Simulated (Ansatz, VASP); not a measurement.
Two plane-wave programs on TaN

The input POSCAR:

```
TaN
1.0
    3.0480018400      0.0000000000      0.0000000000
   -1.5240009200      2.6396470300      0.0000000000
    0.0000000000      0.0000000000      4.9179997800
Ta N
2 2
Direct
    0.0000000000      0.0000000000      0.0000000000
    0.0000000000      0.0000000000      0.5000000000
    0.3333333333      0.6666666667      0.2500000000
    0.6666666667      0.3333333333      0.7500000000
```

Contents of INCAR.step1:

```
SYSTEM = TaN
PREC = Accurate
ENCUT = 520
ISMEAR = 0
SIGMA = 0.05
LREAL = .FALSE.
LASPH = .TRUE.
NELM = 150
ISPIN = 2
MAGMOM = 0.26 -0.26 0 0
LMAXMIX = 4
LDAU = .TRUE.
LDAUTYPE = 2
LDAUL = 2 -1
LDAUU = 4 0
LDAUJ = 0 0
NBANDS = 28
GGA = PE
ALGO = Normal
EDIFF = 1E-4
LWAVE = .TRUE.
LCHARG = .FALSE.
```

The input INCAR.step2:

```
SYSTEM = TaN
PREC = Accurate
ENCUT = 520
EDIFF = 1E-6
ISMEAR = 0
SIGMA = 0.05
LREAL = .FALSE.
LASPH = .TRUE.
NELM = 150
ALGO = Normal
ISIF = 2
LWAVE = .FALSE.
LCHARG = .TRUE.
ISPIN = 2
MAGMOM = 0.26 -0.26 0 0
LORBIT = 11
LMAXMIX = 4
LDAU = .TRUE.
LDAUTYPE = 2
LDAUL = 2 -1
LDAUU = 4 0
LDAUJ = 0 0
LDAUPRINT = 1
METAGGA = R2SCAN
LMIXTAU = .TRUE.
LELF = .TRUE.
LVHAR = .TRUE.
NBANDS = 28
ISTART = 1
```

File KPOINTS:

```
Automatic mesh
0
G
  7 7 4
  0 0 0
```

Input for Ansatz:

```yaml
crystal:
  lattice:
    - [3.04800184, 0.0, 0.0]
    - [-1.52400092, 2.63964703, 0.0]
    - [0.0, 0.0, 4.91799978]
  atoms:
    - { symbol: Ta, position: [0.0, 0.0, 0.0], spin: 2.0 }
    - { symbol: Ta, position: [0.0, 0.0, 0.5], spin: -2.0 }
    - { symbol: "N", position: [0.3333333333, 0.6666666667, 0.25] }
    - { symbol: "N", position: [0.6666666667, 0.3333333333, 0.75] }
basis:
  ecutwfc: 500
  ecutrho_ratio: 4
kpoints:
  mp_grid: { grid: [7, 7, 4] }
hamiltonian:
  xc: r2scan
  hubbard:
    sites:
      - { site: 0, l: d, u_eff: 4.0, starting_ns: [{ spin: up, occupation_matrix: s0up }, { spin: down, occupation_matrix: s0down }] }
      - { site: 1, l: d, u_eff: 4.0, starting_ns: [{ spin: up, occupation_matrix: s1up }, { spin: down, occupation_matrix: s1down }] }
    occupation_matrices:
      s0up:
        matrix:
          - [0.02, 0.0, 0.0, 0.0, 0.0]
          - [0.0, 0.02, 0.0, 0.0, 0.0]
          - [0.0, 0.0, 0.02, 0.0, 0.0]
          - [0.0, 0.0, 0.0, 0.97, 0.0]
          - [0.0, 0.0, 0.0, 0.0, 0.97]
      s0down:
        matrix:
          - [0.02, 0.0, 0.0, 0.0, 0.0]
          - [0.0, 0.02, 0.0, 0.0, 0.0]
          - [0.0, 0.0, 0.02, 0.0, 0.0]
          - [0.0, 0.0, 0.0, 0.02, 0.0]
          - [0.0, 0.0, 0.0, 0.0, 0.02]
      s1up:
        matrix:
          - [0.02, 0.0, 0.0, 0.0, 0.0]
          - [0.0, 0.02, 0.0, 0.0, 0.0]
          - [0.0, 0.0, 0.02, 0.0, 0.0]
          - [0.0, 0.0, 0.0, 0.02, 0.0]
          - [0.0, 0.0, 0.0, 0.0, 0.02]
      s1down:
        matrix:
          - [0.97, 0.0, 0.0, 0.0, 0.0]
          - [0.0, 0.02, 0.0, 0.0, 0.0]
          - [0.0, 0.0, 0.02, 0.0, 0.0]
          - [0.0, 0.0, 0.0, 0.97, 0.0]
          - [0.0, 0.0, 0.0, 0.0, 0.02]
    ns_hold: { iters: 5 }
scf:
  occupations: { method: gaussian, width: 0.05 }
  lower_state_search: "off"
  max_iter: 150
output:
  forces: true
  stress: true
  eigenvalues: true
  populations: true
  hubbard: { sites: [{ site: 0, l: d }, { site: 1, l: d }] }
  write_density: true
  write_potential: true
  elf: true
  volumetric_format: npy
magnetization:
  spin_polarized: true
```

Alike in both runs: task single point; functional r2SCAN; k mesh 7 × 7 × 4; occupations gaussian, width 0.05 eV; collinear spin; Hubbard terms Ta d U = 4.0 eV.

|  | VASP | Ansatz |
| --- | --- | --- |
| version | VASP 6.6.1 | Ansatz 0.2.0 |
| potentials or method | VASP PAW PBE potentials, release 64 (Ta_pv, N), cutoff 520 eV | scalar-relativistic, plane waves, PAW |
| valence electrons in the cell | 32 | 36 |

```csv
,VASP,Ansatz,Ansatz less VASP
gap on the k mesh at the Fermi level (eV),none,none,-
rms of the force components (eV/Å),0.000,0.044,+0.0441
net moment per atom (μB),0.00,0.00,0.000
size of the moment on the site where the two differ most (μB),0.00,0.24,+0.237
```

VASP's potentials were made for PBE, not for r2SCAN. Site moments also hang on the region over which each program counts them. The programs project onto different local orbitals, so the same U acts differently, and such runs can settle in different states. Atom by atom the forces differ by 0.044 eV/Å (rms over components). A gap of «none» marks a metal or a gap that the smearing closes. VASP's potentials hold 32 valence electrons a cell and Ansatz's 36, so a difference there can come from the potentials and not from the codes. Ansatz's warnings: filled band counts differ across k points, specified occupation not kept, stability check not made, symmetry narrowed by occupation matrices.

Spin-orbit coupling is off throughout.
